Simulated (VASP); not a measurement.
A run of VASP 6.6.1 is set up as follows.

The input INCAR:

```
PREC     = Accurate       # precision mode
ENCUT    = 520            # plane-wave cutoff, eV
EDIFF    = 1E-6           # SCF threshold, eV
ISMEAR   = 1              # smearing method
SIGMA    = 0.1            # smearing width, eV
LREAL    = F              # projectors in reciprocal space
LASPH    = T              # aspherical terms in the spheres
NELM     = 80             # most SCF steps
ALGO     = Normal         # electronic algorithm
ISIF     = 2              # what is computed and relaxed
LWAVE    = F              # write WAVECAR
LCHARG   = T              # write CHGCAR
GGA      = PS             # functional
LELF     = T              # ELF
LVHAR    = T            
NBANDS   = 13             # bands
```

Contents of KPOINTS:

```
regular mesh
0
Gamma
  11 11 11
```

File POSCAR:

```
Sn
1.0
   -1.9318112897      1.9318112897      1.9318112897
    1.9318112897     -1.9318112897      1.9318112897
    1.9318112897      1.9318112897     -1.9318112897
Sn
1
Direct
    0.0000000000      0.0000000000      0.0000000000
```

Potentials or basis: VASP PAW PBE potentials, release 64 (Sn_d).

Run with:

```sh
$ cat potpaw_PBE.64/Sn_d/POTCAR > POTCAR
$ mpirun -np 1 vasp_std > vasp.out
```

Problem. Predict the pressure.

Solution. -4.0 GPa.

Problem. What does it give for the band gap on the k mesh?

Solution. Zero (band 7 reaches 14.65 eV, above the bottom of band 8 at 5.03 eV).

Caveat: the PAW data sets were made with another functional, which shifts forces and pressure a little; spin-orbit coupling is left out, which moves the levels of the heavy elements.
